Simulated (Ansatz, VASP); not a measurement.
Os in VASP and in Ansatz

```xyz
2
Lattice="2.7555 0.0000 0.0000 -1.3777 2.3863 0.0000 0.0000 0.0000 4.3425" Properties=species:S:1:pos:R:3 pbc="T T T"
Os    0.0000    1.5909    1.0856
Os    1.3777    0.7954    3.2568
```

Alike in both runs: functional PBE; k mesh 17 × 17 × 9; occupations fermi-dirac, width 0.05 eV; no spin polarisation.

Ansatz relaxed the structure, and its values are those at the end. VASP's run is a single point on that final structure, the one shown.

```csv
,VASP,Ansatz
version,VASP 6.6.1,Ansatz 0.2.0
potentials or method,"VASP PAW PBE potentials, release 64 (Os)","PAW with Ansatz's default frozen-core files, scalar-relativistic"
plane-wave cutoff (eV),520,420
valence electrons in the cell,16,32
```

Ansatz gave:

| Quantity | Value |
| --- | --- |
| pressure (GPa) | 0.0 |

Problem. Which values does VASP return?

Solution. Pressure (GPa): -0.2.

The functional is the same, so the differences come from potentials, cutoffs and numerics. VASP's potentials hold 16 valence electrons a cell and Ansatz's 32, so a difference there can come from the potentials and not from the codes.

Neither program's run includes spin-orbit coupling.
